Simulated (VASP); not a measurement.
# B12HN12 (a cell with a defect) in VASP: a series of runs, part 2 of 2

VASP 6.6.1. Earlier steps stand in the parts before.

**4. Single point, PBE+D3(BJ)**

File INCAR:

```
  PREC = Accurate
  ENCUT = 520
  EDIFF = 1E-7
  ISMEAR = 0
  SIGMA = 0.02
  LREAL = Auto
  LASPH = T
  NELM = 80
  ALGO = Normal
  ISIF = 2
  LWAVE = F
  LCHARG = F
  GGA = PE
  IVDW = 12
  NELECT = 96.0
  NBANDS = 66
```

File KPOINTS:

```
Automatic mesh
0
Gamma
  2 2 2
  0.5 0.5 0.5
```

File POSCAR:

```
B12HN12
1.0
   -3.7615274009     -3.3394822066     -4.3376638254
    3.7615274009     -3.3394822066      4.3376638254
   -3.7615274009      3.3394822066      4.3376638254
B N H
12 12 1
Direct
    0.1712274378      0.7543697456      0.9162915492
    1.0025780847     -0.0077465002      0.0036536727
    0.3349340005      0.5030725201      0.8292827132
    0.8159325908      0.2379969760      0.0888158754
    0.6880270932      0.5219913709      0.1656883002
    0.1621044792      0.2456750408      0.4166722159
    0.5137800632      0.7658758992      0.2502838061
    0.3368686833      0.0016798270      0.3344670392
    0.9973222732      0.5000667104      0.4989458736
    0.8350374583      0.7523113640      0.5819219950
    0.6345306775     -0.0316823429      0.6613774682
    0.4957185996      0.2455371286      0.7495387488
    0.1714578722      0.0867425005      0.2506420153
    0.9920107308      0.3262537808      0.3332489323
    0.3408820936      0.8412123487      0.1662585162
    0.8418779715      0.5940379583      0.4147501356
    0.6605829720      0.8282361648      0.4996693838
    0.1629733554      0.5805846522      0.7486321475
    0.4900445606      0.0710334836      0.5846772118
    0.3299469795      0.3294465398      0.6656932984
    1.0032909052      0.8366404357      0.8325736752
    0.7748368248      0.0192983467      0.9228206902
    0.6710345699      0.3373719422      0.9998177555
    0.5367867971      0.6232034924      0.0799839362
    0.6691734367      0.8629692057     -0.0250565514
```

On the command line:

```sh
$ cat potpaw_PBE.64/B/POTCAR potpaw_PBE.64/N/POTCAR potpaw_PBE.64/H/POTCAR > POTCAR
$ mpirun -np 1 vasp_std > vasp.out
```

Run time: 2.5 min. Hardware: 1 thread of Intel Xeon Platinum 8375C at 2.90GHz (Ice Lake), shared host; peak memory 0.35 GiB.

It converged, with:

* Free energy: -220.5706 eV
* Largest force: 1.125 eV/Å
* Dispersion energy per atom: -0.140 eV

Forces on the atoms (eV/Å):
```
B   -0.031  0.002 -0.018
B   -0.117 -0.075 -0.069
B   -0.101  0.056  0.036
B   -0.017 -0.038  0.109
B   -0.007  0.156  0.044
B   -0.043 -0.018  0.009
B   -0.004  0.107 -0.057
B   -0.029 -0.018 -0.028
B   -0.042 -0.034  0.020
B   -0.012  0.018 -0.008
B    0.055  0.024 -0.044
B   -0.012  0.014  0.018
N   -0.017 -0.012  0.019
N   -0.029 -0.021 -0.001
N   -0.037 -0.011 -0.002
N   -0.056  0.030  0.002
N   -0.049  0.000  0.009
N   -0.051 -0.035 -0.010
N   -0.027 -0.004 -0.003
N   -0.014 -0.015 -0.007
N   -0.019 -0.022  0.014
N    0.002  0.094  0.010
N   -0.020  0.017 -0.040
N   -0.134  0.560 -0.016
H    0.814 -0.777  0.012
```

Levels at points of the mesh, in eV from the Fermi level:
```
           k point  band 46  band 47  band 48  band 49  band 50  band 51
(0.25, 0.25, 0.25)    -1.17    -1.07    -1.03     4.15     4.80     5.06
```

Caveat: the k points lie up to 0.63 Å⁻¹ apart; the cell carries a net charge on a neutralising background, which shifts energy and pressure; the cell is charged against a uniform background, so pressure and absolute levels hang on convention.

**5. Single point, PBE+D3(BJ)**

File INCAR:

```
  ALGO = Normal
  EDIFF = 1E-6
  ENCUT = 520
  GGA = PE
  ISIF = 2
  ISMEAR = 0
  IVDW = 12
  LASPH = T
  LCHARG = F
  LREAL = Auto
  LWAVE = F
  NBANDS = 66
  NELECT = 96.0
  NELM = 100
  PREC = Accurate
  SIGMA = 0.02
```

KPOINTS is that of step 4.

File POSCAR:

```
B12HN12
1.0
   -3.7615274009     -3.3394822066     -4.3376638254
    3.7615274009     -3.3394822066      4.3376638254
   -3.7615274009      3.3394822066      4.3376638254
B N H
12 12 1
Direct
    0.1708131696      0.7533872128      0.9166707720
    1.0037893844     -0.0070749282      0.0036820653
    0.3310606505      0.4976850196      0.8309600852
    0.8211875262      0.2446321299      0.0899863387
    0.6779456212      0.5122441022      0.1668394588
    0.1636665853      0.2469882846      0.4167686921
    0.5062332900      0.7573832925      0.2493560504
    0.3367197133      0.0019816942      0.3334179537
    0.9995507808      0.5015676469      0.5001135433
    0.8342205209      0.7511034360      0.5824439315
    0.6405833067     -0.0239041456      0.6583943107
    0.4955106094      0.2456118203      0.7494806117
    0.1711568089      0.0867633107      0.2502620461
    0.9956094512      0.3297171968      0.3336687216
    0.3392099464      0.8392121514      0.1662532072
    0.8392186611      0.5904972187      0.4160638252
    0.6614731554      0.8287250132      0.4994706261
    0.1652345794      0.5818334598      0.7495256058
    0.4924237023      0.0745410913      0.5834784315
    0.3291898989      0.3284504284      0.6655526318
    1.0035851266      0.8364921113      0.8330028498
    0.7826908330      0.0300212652      0.9197574357
    0.6687322754      0.3356367369      0.9999913876
    0.5166521045      0.6014193053      0.0813457183
    0.6527959469      0.8755076396     -0.0537868913
```

Potentials or basis: VASP PAW PBE potentials, release 64 (B, N, H).

On the command line:

```sh
$ cat potpaw_PBE.64/B/POTCAR potpaw_PBE.64/N/POTCAR potpaw_PBE.64/H/POTCAR > POTCAR
$ mpirun -np 1 vasp_std > vasp.out
```

OUTCAR:

```text
EDIFF = 1E-6
   ENCUT = 520
   GGA = PE
   ISIF = 2
   ISMEAR = 0
   IVDW = 12
   LASPH = T
   LREAL = Auto
   NELECT = 96.0
   NELM = 100
   PREC = Accurate
 IVDW          = 12

 ion  position               nearest neighbor table
   1  0.171  0.753  0.917-  15 1.44  18 1.45  21 1.45
   2  0.004  0.993  0.004-  13 1.42  21 1.42  22 1.53
   3  0.331  0.498  0.831-  20 1.44  18 1.45  24 1.45
   4  0.821  0.245  0.090-  14 1.42  23 1.42  22 1.53
[... 502 lines left out ...]
  -------------------------------------------------------------------------------------
  Total      -5.32504    -7.72688    -5.03860     0.84864    -0.15124     0.06942
  in kB     -39.14481   -56.80091   -37.03916     6.23842    -1.11177     0.51031
  external pressure =      -44.33 kB  Pullay stress =        0.00 kB

 VOLUME and BASIS-vectors are now :
 -----------------------------------------------------------------------------
  energy-cutoff  :      520.00
  volume of cell :      217.95
      direct lattice vectors                 reciprocal lattice vectors
    -3.761527401 -3.339482207 -4.337663825    -0.132924726 -0.149723810  0.000000000
     3.761527401 -3.339482207  4.337663825     0.000000000 -0.149723810  0.115269422
    -3.761527401  3.339482207  4.337663825    -0.132924726  0.000000000  0.115269422

 POSITION                                       TOTAL-FORCE (eV/Angst)
 -----------------------------------------------------------------------------------
     -1.25671     -0.02514      6.50322        -0.017579      0.014394     -0.005245
      3.70681     -3.31621      4.30651        -0.027345     -0.028394     -0.016502
     -2.49892      0.00739      4.32719        -0.026852      0.063226      0.001505
     -2.50722     -3.25878     -2.11057        -0.009909     -0.067897      0.026002
     -1.25086     -3.41746      0.00494        -0.019927      0.098825      0.012914
     -1.25427      0.02042      2.16922        -0.016888     -0.021496      0.001919
[... 17 lines left out ...]
      0.01287     -3.46213      0.72054        -0.035364      0.212983     -0.005382
     -2.72147     -1.94388      5.07040         0.283185     -0.064528      0.008791
 -----------------------------------------------------------------------------------
    total drift:                               -0.003409      0.000216     -0.002446

  FREE ENERGIE OF THE ION-ELECTRON SYSTEM (eV)
  ---------------------------------------------------
  free  energy   TOTEN  =      -220.8117779890 eV

  energy  without entropy=     -220.8117779890  energy(sigma->0) =     -220.81177799
```

OSZICAR:

```text
N       E                     dE             d eps       ncg     rms          rms(c)
DAV:   1     0.458936032739E+03    0.45894E+03   -0.49343E+04   528   0.136E+03
DAV:   2    -0.196045147970E+03   -0.65498E+03   -0.61866E+03   648   0.315E+02
DAV:   3    -0.236855291720E+03   -0.40810E+02   -0.40442E+02   648   0.808E+01
DAV:   4    -0.237581812538E+03   -0.72652E+00   -0.72496E+00   640   0.114E+01
DAV:   5    -0.237597909117E+03   -0.16097E-01   -0.16089E-01   640   0.163E+00    0.274E+01
DAV:   6    -0.219454421651E+03    0.18143E+02   -0.50558E+01   584   0.254E+01    0.124E+01
DAV:   7    -0.217780557670E+03    0.16739E+01   -0.31030E+00   632   0.693E+00    0.770E+00
DAV:   8    -0.217323215275E+03    0.45734E+00   -0.14811E+00   592   0.427E+00    0.849E-01
DAV:   9    -0.217315701761E+03    0.75135E-02   -0.69381E-02   624   0.110E+00    0.434E-01
DAV:  10    -0.217320000645E+03   -0.42989E-02   -0.75868E-03   616   0.362E-01    0.132E-01
DAV:  11    -0.217320682792E+03   -0.68215E-03   -0.10104E-03   616   0.146E-01    0.551E-02
DAV:  12    -0.217320829671E+03   -0.14688E-03   -0.17792E-04   632   0.655E-02    0.278E-02
DAV:  13    -0.217320869051E+03   -0.39380E-04   -0.42056E-05   600   0.293E-02    0.969E-03
DAV:  14    -0.217320871602E+03   -0.25519E-05   -0.53885E-06   640   0.101E-02    0.301E-03
DAV:  15    -0.217320872107E+03   -0.50445E-06   -0.58182E-07   400   0.333E-03
   1 F= -.22081178E+03 E0= -.22081178E+03  d E =-.340824E-38
```

stdout:

```text
POSCAR found type information on POSCAR B N H
 POSCAR found :  3 types and      25 ions
 scaLAPACK will be used
 LDA part: xc-table for (Slater+PW92), standard interpolation
 POSCAR, INCAR and KPOINTS ok, starting setup
 FFT: planning ... GRIDC
 FFT: planning ... GRID_SOFT
 FFT: planning ... GRID
 WAVECAR not read
 entering main loop
 the old and the new charge density differ
 old charge density:    97.00000 new   96.00000
    0.274E+01
```

Run time: 2.4 min. Hardware: 1 thread of Intel Xeon Platinum 8375C at 2.90GHz (Ice Lake), shared host; peak memory 0.35 GiB.

What came out:

```
Free energy                : -220.8118 eV
Largest force              : 0.291 eV/Å
Dispersion energy per atom : -0.140 eV
```

Forces on the atoms (eV/Å):
```
B   -0.018  0.014 -0.005
B   -0.027 -0.028 -0.017
B   -0.027  0.063  0.002
B   -0.010 -0.068  0.026
B   -0.020  0.099  0.013
B   -0.017 -0.021  0.002
B   -0.008  0.083 -0.008
B   -0.006 -0.008 -0.005
B   -0.026 -0.015  0.005
B   -0.014  0.013 -0.002
B    0.008 -0.095 -0.005
B   -0.008 -0.001  0.006
N    0.000  0.001  0.009
N   -0.017 -0.029 -0.006
N   -0.014  0.006  0.000
N   -0.026  0.033 -0.001
N   -0.019 -0.013 -0.002
N   -0.023 -0.019 -0.003
N   -0.002 -0.037  0.002
N   -0.013  0.004 -0.003
N   -0.009 -0.006  0.005
N    0.055 -0.140 -0.010
N   -0.008  0.014 -0.007
N   -0.035  0.213 -0.005
H    0.283 -0.065  0.009
```

Caveat: the k points lie up to 0.63 Å⁻¹ apart; the cell carries a net charge on a neutralising background, which shifts energy and pressure; the cell is charged against a uniform background, so pressure and absolute levels hang on convention.
